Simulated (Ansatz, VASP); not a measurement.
**KHfS2 in VASP and in Ansatz**

```
K Hf S
1.0
     3.64421    0.00000    0.00000
    -1.82210    3.15598    0.00000
     0.00000    0.00000    7.66877
K Hf S
1 1 2
Cartesian
  0.0000 0.0000 3.8344
  1.8221 1.0520 0.0000
  0.0000 2.1040 1.5510
  0.0000 2.1040 6.1178
```

Alike in both runs: functional PBE; k mesh 12 × 12 × 6; occupations gaussian, width 0.1 eV; no spin polarisation.

Ansatz relaxed the structure, and its values are those at the end. VASP's run is a single point on that final structure, the one shown.

|  | VASP | Ansatz |
| --- | --- | --- |
| version | VASP 6.6.1 | Ansatz 0.2.0 |
| potentials or method | VASP PAW PBE potentials, release 64 (K_sv, Hf_pv, S), cutoff 520 eV | scalar-relativistic, plane waves, PAW |
| valence electrons in the cell | 31 | 47 |

```csv
,VASP,Ansatz,Ansatz less VASP
gap on the k mesh at the Fermi level (eV),none,none,-
pressure (GPa),-0.3,0.0,+0.31
rms of the force components (eV/Å),0.027,0.000,-0.0271
```

A gap of «none» marks a metal or a gap that the smearing closes. With one functional, cell and mesh, what is left measures potentials, basis and numerics. VASP's potentials hold 31 valence electrons a cell and Ansatz's 47, so a difference there can come from the potentials and not from the codes.

Spin-orbit coupling is off throughout.
